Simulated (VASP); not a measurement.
# IrO (P-6m2) in VASP: notebook, part 2 of 2

VASP 6.6.1. The steps go on from the part before.

**4. Single point, PBE, collinear spin**

This run uses another cell than the first one, of 9.47 Å³/atom.

The input, INCAR:

```
SYSTEM = IrO
  PREC = Accurate
  ENCUT = 520
  EDIFF = 1E-7
  ISMEAR = 0
  SIGMA = 0.1
  LREAL = .FALSE.
  LASPH = .TRUE.
  NELM = 150
  ALGO = Normal
  ISIF = 2
  LWAVE = .FALSE.
  LCHARG = .FALSE.
  ISPIN = 2
  MAGMOM = 1 0
  LORBIT = 11
  LMAXMIX = 4
  GGA = PE
  NBANDS = 18
```

The input, KPOINTS:

```
Automatic mesh
0
G
  6 6 6
  0 0 0
```

The input, POSCAR:

```
IrO
1.0
    2.8195123734      0.0000000000      0.0000000000
   -1.4097561867      2.4417693417      0.0000000000
    0.0000000000      0.0000000000      2.7500074316
Ir O
1 1
Direct
    0.0000000000      0.0000000000      0.0000000000
    0.6666666667      0.3333333333      0.5000000000
```

Potentials or basis: VASP PAW PBE potentials, release 64 (Ir, O).

Command:

```console
cat potpaw_PBE.64/Ir/POTCAR potpaw_PBE.64/O/POTCAR > POTCAR
mpirun -np 1 vasp_std > vasp.out
```

OUTCAR:

```text
SYSTEM = IrO
   PREC = Accurate
   ENCUT = 520
   EDIFF = 1E-7
   ISMEAR = 0
   LREAL = .FALSE.
   LASPH = .TRUE.
   NELM = 150
   ISIF = 2
   ISPIN = 2
   LORBIT = 11
   GGA = PE

 ion  position               nearest neighbor table
   1  0.000  0.000  0.000-   2 2.13   2 2.13   2 2.13   2 2.13   2 2.13   2 2.13
   2  0.667  0.333  0.500-   1 2.13   1 2.13   1 2.13   1 2.13   1 2.13   1 2.13

  LATTYP: Found a hexagonal cell.
 ALAT       =     2.8195123734
 C/A-ratio  =     0.9753485949

  Lattice vectors:

 A1 = (   2.8195123734,   0.0000000000,   0.0000000000)
 A2 = (  -1.4097561867,   2.4417693417,   0.0000000000)
 A3 = (   0.0000000000,   0.0000000000,   2.7500074316)

Analysis of symmetry for initial positions (statically):
=====================================================================
 Subroutine PRICEL returns:
 Original cell was already a primitive cell.

 Routine SETGRP: Setting up the symmetry group for a
 hexagonal supercell.

 Subroutine GETGRP returns: Found 12 space group operations
 (whereof 12 operations were pure point group operations)
 out of a pool of 24 trial point group operations.

The static configuration has the point symmetry D_3h.

Analysis of symmetry for dynamics (positions and initial velocities):
=====================================================================
 Subroutine PRICEL returns:
 Original cell was already a primitive cell.

 Routine SETGRP: Setting up the symmetry group for a
 hexagonal supercell.

 Subroutine GETGRP returns: Found 12 space group operations
 (whereof 12 operations were pure point group operations)
 out of a pool of 24 trial point group operations.

The dynamic configuration has the point symmetry D_3h.

Analysis of structural, dynamic, and magnetic symmetry:
=====================================================================
 Subroutine PRICEL returns:
 Original cell was already a primitive cell.

 Routine SETGRP: Setting up the symmetry group for a
 hexagonal supercell.

 Subroutine GETGRP returns: Found 12 space group operations
 (whereof 12 operations were pure point group operations)
 out of a pool of 24 trial point group operations.

The overall configuration has the point symmetry D_3h.

 Subroutine INISYM returns: Found 12 space group operations
 (whereof 12 operations are pure point group operations),
 and found     1 'primitive' translations

----------------------------------------------------------------------------------------

                                     Primitive cell

  volume of cell :      18.9327

  direct lattice vectors                    reciprocal lattice vectors
     2.819512373  0.000000000  0.000000000     0.354671258  0.204769546  0.000000000
    -1.409756187  2.441769342  0.000000000     0.000000000  0.409539092  0.000000000
     0.000000000  0.000000000  2.750007432     0.000000000  0.000000000  0.363635381

  length of vectors
     2.819512373  2.819512373  2.750007432     0.409539092  0.409539092  0.363635381

  position of ions in fractional coordinates (direct lattice)
     0.000000000  0.000000000  0.000000000
     0.666666667  0.333333333  0.500000000

  ion indices of the primitive-cell ions
   primitive index   ion index
                 1           1
                 2           2

----------------------------------------------------------------------------------------

[... 66 lines left out ...]
   LASPH  =      T    aspherical Exc in radial PAW
   ENCUT  =  520.0 eV  38.22 Ry    6.18 a.u.   5.24  5.24  5.11*2*pi/ulx,y,z
   NELM   =    150;   NELMIN=  2; NELMDL= -5     # of ELM steps
   EDIFF  = 0.1E-06   stopping-criterion for ELM
   LREAL  =      F    real-space projection
   EDIFFG = 0.1E-05   stopping-criterion for IOM
   NSW    =      0    number of steps for IOM
   IBRION =     -1    ionic relax: 0-MD 1-quasi-New 2-CG
   NFREE  =      0    steps in history (QN), initial steepest desc. (CG)
   ISIF   =      2    stress and relaxation
   ISYM   =      2    0-nonsym 1-usesym 2-fastsym
   POTIM  = 0.5000    time-step for ionic-motion
   TEBEG  =    0.0;   TEEND  =   0.0 temperature during run
   PSTRESS=    0.0 pullay stress
   NELECT =      15.0000    total number of electrons
   NUPDOWN=      -1.0000    fix difference up-down
   EMIN   =  10.00;   EMAX   =-10.00  energy-range for DOS
   EFERMI =   0.00;   METHOD = LEGACY
   ISMEAR =     0;   SIGMA  =   0.10  broadening in eV -4-tet -1-fermi 0-gaus
   EFERMI_NEDOS =   21; number of points for ismear=-14 and -15
   IALGO  =     38    algorithm
   IMIX   =      4    mixing-type and parameters
     AMIX     =   0.40;   BMIX     =  1.00
     AMIX_MAG =   1.60;   BMIX_MAG =  1.00
  volume/ion in A,a.u.               =       9.47        63.88
  Fermi-wavevector in a.u.,A,eV,Ry     =   1.514843  2.862639 31.221978  2.294751
  Thomas-Fermi vector in A             =   2.624447
   LORBIT       =     11    0 simple, 1 ext, 2 COOP (PROOUT), +10 PAW based schemes
   GGA     = PE    functional components
   LHFCALC =     F    Hartree Fock is set to
   AEXX    =    0.0000 exact exchange contribution
   IVDW    =     0    specifies the selected vdW correction
   LEPSILON=     F    determine dielectric tensor
   LRPA    =     F    only Hartree local field effects (RPA)
 spin polarized calculation
 Gauss-broadening in eV      SIGMA  =   0.10
  energy-cutoff  :      520.00
  volume of cell :       18.93
 maximum number of plane-waves:       518
 NGX is ok and might be reduce to    24
   NGX = 11   NGY = 11   NGZ = 11

 number of electron      15.0000002 magnetization       0.0001088

 number of electron      15.0000002 magnetization      -0.0000634

 Free energy of the ion-electron system (eV)
  ---------------------------------------------------
  ext. energy  EPLUGINS =         0.00000000
  ---------------------------------------------------
  free energy    TOTEN  =       -10.84487052 eV

  energy without entropy =      -10.83837975  energy(sigma->0) =      -10.84162514

 E-fermi :  11.1404     XC(G=0): -14.0812

 val. band max:       11.1230615273   @ k =   0.5000  -0.0000   0.3333
 cond. band min:      11.2191746511   @ k =   0.1667   0.1667   0.5000
 fundamental gap:      0.0961131238
 Fermi energy:        11.1404277312

 spin component 1

 k-point     1 :       0.0000    0.0000    0.0000
  band No.  band energies     occupation
      1     -12.0246      1.00000
      2       3.5612      1.00000
      3       3.5612      1.00000
      4       4.1514      1.00000
      5       5.1093      1.00000
      6       9.5871      1.00000
[... 493 lines left out ...]
     17      38.4387      0.00000
     18      43.8259      0.00000

 [... further k-points ...]

 spin component 2

 k-point     1 :       0.0000    0.0000    0.0000
  band No.  band energies     occupation
      1     -12.0246      1.00000
      2       3.5612      1.00000
      3       3.5612      1.00000
      4       4.1514      1.00000
      5       5.1093      1.00000
      6       9.5871      1.00000
[... 493 lines left out ...]
     17      38.4387      0.00000
     18      43.7557      0.00000

 [... further k-points ...]

------------------------ aborting loop because EDIFF is reached ----------------------------------------

  FORCE on cell =-STRESS in cart. coord.  units (eV):
  Direction    XX          YY          ZZ          XY          YZ          ZX
  --------------------------------------------------------------------------------------
  -------------------------------------------------------------------------------------
  Total        8.9154560      8.9154560     13.2358122      0.0000000     -0.0000000      0.0000000
  in kB      754.4694056    754.4694056   1120.0790377      0.0000000     -0.0000000      0.0000000
  external PRESSURE =     876.3392830 kB  Pullay stress =       0.0000000 kB

 VOLUME and BASIS-vectors are now :
 -----------------------------------------------------------------------------
  energy-cutoff  :      520.00
  volume of cell :       18.93
      direct lattice vectors                 reciprocal lattice vectors
     2.819512373  0.000000000  0.000000000     0.354671258  0.204769546  0.000000000
    -1.409756187  2.441769342  0.000000000     0.000000000  0.409539092  0.000000000
     0.000000000  0.000000000  2.750007432     0.000000000  0.000000000  0.363635381

 POSITION                                       TOTAL-FORCE (eV/Angst)
 -----------------------------------------------------------------------------------
      0.00000      0.00000      0.00000         0.000000      0.000000      0.000000
      1.40976      0.81392      1.37500        -0.000000     -0.000000      0.000000
 -----------------------------------------------------------------------------------
    total drift:                               -0.000000      0.000000      0.000000

  FREE ENERGIE OF THE ION-ELECTRON SYSTEM (eV)
  ---------------------------------------------------
  free  energy   TOTEN  =       -10.8448705194 eV

  energy  without entropy=      -10.8383797514  energy(sigma->0) =      -10.84162514

 total charge

# of ion       s       p       d       tot
------------------------------------------
    1        0.542   0.652   7.232   8.426
    2        1.644   3.348   0.000   4.992
--------------------------------------------------
tot          2.186   3.999   7.232  13.418

 magnetization (x)

# of ion       s       p       d       tot
------------------------------------------
    1       -0.000   0.000  -0.000  -0.000
    2        0.000  -0.000   0.000  -0.000
--------------------------------------------------
tot         -0.000  -0.000  -0.000  -0.000
```

stdout:

```text
POSCAR found type information on POSCAR IrO
 POSCAR found :  2 types and       2 ions
 scaLAPACK will be used
 LDA part: xc-table for (Slater+PW92), standard interpolation
 POSCAR, INCAR and KPOINTS ok, starting setup
 FFT: planning ... GRIDC
 FFT: planning ... GRID_SOFT
 FFT: planning ... GRID
 WAVECAR not read
 entering main loop
```

Wall time 8.7 s (1 thread of Intel Xeon 6975P-C (Granite Rapids), shared host); peak memory 0.15 GiB.

Results:

- Free energy: -10.8449 eV
- Pressure: 87.6 GPa
- Net moment: 0.00 μB per cell
- Valence electrons inside the program's atomic spheres: Ir 8.43; O 4.99

Levels at points of the mesh, in eV from the Fermi level:
Spin up:
```tsv
k point	band 6	band 7	band 8	band 9	band 10	band 11
(0.00, 0.00, 0.00)	-1.55	-0.82	-0.82	-0.46	-0.46	13.37
(0.50, 0.00, 0.00)	-1.45	-0.59	0.31	1.04	5.07	8.22
(0.00, 0.00, 0.50)	-3.71	-1.40	-0.50	-0.50	6.00	6.10
(0.50, 0.00, 0.50)	-0.49	0.20	0.82	2.12	6.71	10.95
```
Spin down:
```tsv
k point	band 5	band 6	band 7	band 8	band 9	band 10	band 11	band 12
(0.00, 0.00, 0.00)	-6.03	-1.55	-0.82	-0.82	-0.46	-0.46	13.37	16.43
(0.50, 0.00, 0.00)	-6.24	-1.45	-0.59	0.31	1.04	5.07	8.22	15.48
(0.00, 0.00, 0.50)	-3.71	-3.71	-1.40	-0.50	-0.50	6.00	6.10	18.04
(0.50, 0.00, 0.50)	-3.35	-0.49	0.20	0.82	2.12	6.71	10.95	11.00
```

Caveat: the k points lie up to 0.43 Å⁻¹ apart; spin-orbit coupling is left out, which moves the levels of the heavy elements.

**5. Single point, PBE**

The input, INCAR:

```
PREC = Accurate
ENCUT = 520
EDIFF = 1E-6
ISMEAR = 0
SIGMA = 0.1
LREAL = F
LASPH = T
NELM = 80
ALGO = Normal
ISIF = 2
LWAVE = F
LCHARG = F
GGA = PE
NBANDS = 14
```

The input, KPOINTS:

```
regular mesh
0
Gamma
  24 24 16
```

The input, POSCAR:

```
IrO
1.0
    2.7246998398      0.0000000000      0.0000000000
   -1.3623499199      2.3596592789      0.0000000000
    0.0000000000      0.0000000000      3.4924483377
Ir O
1 1
Direct
    0.0000000000      0.0000000000      0.0000000000
    0.6666666667      0.3333333333      0.5000000000
```

Command:

```console
cat potpaw_PBE.64/Ir/POTCAR potpaw_PBE.64/O/POTCAR > POTCAR
mpirun -np 1 vasp_std > vasp.out
```

Wall time 59 s (1 thread of Intel Xeon 6975P-C (Granite Rapids), shared host); peak memory 0.28 GiB.

Results (log left out):

- Free energy: -12.4674 eV
- Pressure: 0.3 GPa
- Band gap on the k mesh: zero (an odd number of electrons rules out a gap without spin polarisation)

Stress tensor (GPa, compression positive):
```
 0.55  0.00  0.00
 0.00  0.55  0.00
 0.00  0.00 -0.11
```

Levels at points of the mesh, in eV from the Fermi level:
```
           k point  band 5  band 6  band 7  band 8  band 9  band 10
(0.00, 0.00, 0.00)   -4.22   -1.03   -1.03   -0.50   -0.50    -0.37
(0.50, 0.00, 0.00)   -3.10   -1.32    0.28    0.68    1.16     3.99
(0.00, 0.00, 0.50)   -3.26   -3.11   -3.11    0.33    0.33     4.15
(0.50, 0.00, 0.50)   -3.74   -1.62   -0.58    1.11    1.20     5.51
```

Caveat: spin-orbit coupling is left out, which moves the levels of the heavy elements; an odd number of electrons without spin polarisation forces a metal; a magnetic or distorted state may lie lower.

**6. Relaxation of cell and atoms, PBE**

The input, INCAR:

```
SYSTEM = IrO
PREC = Accurate
ENCUT = 600
EDIFF = 1E-7
ISMEAR = 0
SIGMA = 0.1
LREAL = .FALSE.
LASPH = .TRUE.
NELM = 100
ALGO = Normal
ISIF = 3
LWAVE = .FALSE.
LCHARG = .FALSE.
GGA = PE
IBRION = 2
NSW = 100
EDIFFG = -0.01
```

The input, KPOINTS:

```
Automatic mesh
0
G
  24 24 16
  0 0 0
```

The input, POSCAR:

```
IrO
1.0
    2.7376154233      0.0000000000      0.0000000000
   -1.3688077117      2.3708445024      0.0000000000
    0.0000000000      0.0000000000      3.4614889038
Ir O
1 1
Direct
    0.0000000000      0.0000000000      0.0000000000
    0.6666666667      0.3333333333      0.5000000000
```

Potentials or basis: VASP PAW PBE potentials, release 64 (Ir, O).

Command:

```console
cat potpaw_PBE.64/Ir/POTCAR potpaw_PBE.64/O/POTCAR > POTCAR
mpirun -np 1 vasp_std > vasp.out
```

OUTCAR:

```text
SYSTEM = IrO
   PREC = Accurate
   ENCUT = 600
   EDIFF = 1E-7
   ISMEAR = 0
   LREAL = .FALSE.
   LASPH = .TRUE.
   NELM = 100
   ISIF = 3
   GGA = PE
   IBRION = 2
   NSW = 100
   EDIFFG = -0.01

 ion  position               nearest neighbor table
   1  0.000  0.000  0.000-   2 2.34   2 2.34   2 2.34   2 2.34   2 2.34   2 2.34
   2  0.667  0.333  0.500-   1 2.34   1 2.34   1 2.34   1 2.34   1 2.34   1 2.34

  LATTYP: Found a hexagonal cell.
 ALAT       =     2.7376154233
 C/A-ratio  =     1.2644175198

  Lattice vectors:

 A1 = (   2.7376154233,   0.0000000000,   0.0000000000)
 A2 = (  -1.3688077117,   2.3708445024,   0.0000000000)
 A3 = (   0.0000000000,   0.0000000000,   3.4614889038)

Analysis of symmetry for initial positions (statically):
=====================================================================
 Subroutine PRICEL returns:
[... 339 lines left out ...]
      4       3.5782      2.00000
      5       3.5782      2.00000
      6       6.7720      2.00000
      7       6.7720      2.00000
      8       7.2936      2.00000
      9       7.2936      2.00000
     10       7.4228      2.00000
     11      20.4702      0.00000
[... 309 lines left out ...]
 k-point    24 :       0.4583    0.0417    0.0000
  band No.  band energies     occupation
      1     -10.9559      2.00000
      2      -0.0907      2.00000
      3       0.6528      2.00000
      4       2.0926      2.00000
      5       4.6377      2.00000
      6       6.3574      2.00000
      7       8.2000      0.00000
      8       8.3284      0.00000
      9       8.8189      0.00000
     10      11.9861      0.00000
     11      16.4417      0.00000

 [... further k-points ...]

------------------------ aborting loop because EDIFF is reached ----------------------------------------

  FORCE on cell =-STRESS in cart. coord.  units (eV):
  Direction    XX          YY          ZZ          XY          YZ          ZX
  --------------------------------------------------------------------------------------
  -------------------------------------------------------------------------------------
  Total        0.0022043      0.0022043      0.0009420     -0.0000000      0.0000000     -0.0000000
  in kB        0.1570883      0.1570883      0.0671262     -0.0000000      0.0000000     -0.0000000
  external PRESSURE =       0.1271009 kB  Pullay stress =       0.0000000 kB
[... 17 lines left out ...]
  FREE ENERGIE OF THE ION-ELECTRON SYSTEM (eV)
  ---------------------------------------------------
  free  energy   TOTEN  =       -12.4693167927 eV

  energy  without entropy=      -12.4587842489  energy(sigma->0) =      -12.46405052

 reached required accuracy - stopping structural energy minimisation
```

OSZICAR:

```text
N       E                     dE             d eps       ncg     rms          rms(c)
DAV:   1     0.129317427319E+03    0.12932E+03   -0.81386E+03 12126   0.145E+03
DAV:   2    -0.568406122228E+01   -0.13500E+03   -0.12486E+03 12324   0.355E+02
[... 41 lines left out ...]
DAV:   1    -0.124703199096E+02   -0.12227E-02   -0.33157E-02 12141   0.250E+00    0.235E-01
DAV:   2    -0.124694975700E+02    0.82234E-03   -0.20150E-03 12546   0.505E-01    0.999E-02
DAV:   3    -0.124693869514E+02    0.11062E-03   -0.81911E-04 17240   0.476E-01    0.101E-01
DAV:   4    -0.124693169582E+02    0.69993E-04   -0.14975E-04 16403   0.147E-01    0.443E-02
DAV:   5    -0.124693169937E+02   -0.35537E-07   -0.16658E-05 12366   0.481E-02    0.505E-03
DAV:   6    -0.124693168393E+02    0.15444E-06   -0.78195E-07 13641   0.975E-03    0.117E-03
DAV:   7    -0.124693167927E+02    0.46604E-07   -0.97490E-08  6582   0.363E-03
   5 F= -.12469317E+02 E0= -.12464051E+02  d E =-.126301E-03
```

Run time: 2.5 min. Hardware: 1 thread of Intel Xeon 6975P-C (Granite Rapids), shared host; peak memory 0.33 GiB.

What came out:

* Free energy: -12.4693 eV
* Relaxed volume: 11.24 Å³/atom
* Relaxed cell: a = 2.728 Å, b = 2.728 Å, c = 3.490 Å, α = 90.00°, β = 90.00°, γ = 120.00°
* Space group after relaxing (to 0.1 Å): P-6m2 (No. 187)
* Energy gained by relaxing: 1.2 meV/atom
* Ionic steps: 5
* Pressure after relaxing: 0.0 GPa
* Band gap on the k mesh: zero (an odd number of electrons rules out a gap without spin polarisation)

The path:
| step | energy change (eV) | largest force (eV/Å) | pressure (GPa) | volume (Å³) |
| --- | --- | --- | --- | --- |
| 1 | 0.0000 | 0.0000 | 0.43 | 22.47 |
| 2 | -0.0020 | 0.0000 | -1.00 | 22.56 |
| 3 | -0.0023 | 0.0000 | -0.64 | 22.54 |
| 4 | -0.0022 | 0.0000 | 0.86 | 22.41 |
| 5 | -0.0024 | 0.0000 | 0.01 | 22.48 |

Final structure:
```xyz
2
Lattice="2.7275 0.0000 0.0000 -1.3638 2.3621 0.0000 0.0000 0.0000 3.4896" Properties=species:S:1:pos:R:3 pbc="T T T"
Ir    0.0000    0.0000    0.0000
O     1.3638    0.7874    1.7448
```

Caveat: spin-orbit coupling is left out, which moves the levels of the heavy elements; an odd number of electrons without spin polarisation forces a metal; a magnetic or distorted state may lie lower.

**7. The runs side by side**

| task | spin | cell | k mesh | cutoff (eV) | gap on the mesh (eV) | pressure (GPa) | relaxed volume (Å³/atom) |
| --- | --- | --- | --- | --- | --- | --- | --- |
| single point | off | a = 2.738, b = 2.738, c = 3.461 Å, angles 90.0, 90.0, 120.0°, 2 atoms | 6 × 6 × 6 | 520 | none | 0.4 | - |
| relaxation of cell and atoms | off | relaxed from a = 2.820, b = 2.820, c = 2.750 Å, angles 90.0, 90.0, 120.0°, 2 atoms | 6 × 6 × 6 | 600 | none | 0.1 | 11.22 |
| single point | collinear | a = 2.820, b = 2.820, c = 2.750 Å, angles 90.0, 90.0, 120.0°, 2 atoms | 6 × 6 × 6 | 520 | none | 87.6 | - |
| single point | off | a = 2.725, b = 2.725, c = 3.492 Å, angles 90.0, 90.0, 120.0°, 2 atoms | 24 × 24 × 16 | 520 | none | 0.3 | - |
| relaxation of cell and atoms | off | relaxed from a = 2.738, b = 2.738, c = 3.461 Å, angles 90.0, 90.0, 120.0°, 2 atoms | 24 × 24 × 16 | 600 | none | 0.0 | 11.24 |

Alike in all rows: level PBE; potentials or basis VASP PAW PBE potentials, release 64 (Ir, O); smearing gaussian 0.1 eV.

Caveats: some runs use coarse meshes; spin-orbit coupling is left out, which moves the levels of the heavy elements; an odd number of electrons without spin polarisation forces a metal (at least some runs); a magnetic or distorted state may lie lower (at least some runs); the volume moved by over 15 % at a fixed basis, so the end points are rough (at least some runs).

Total energies depend on the potentials used, so only differences within one code and one set of settings carry meaning.

The gap in the log of VASP goes by the Fermi energy; the results here count the filled bands.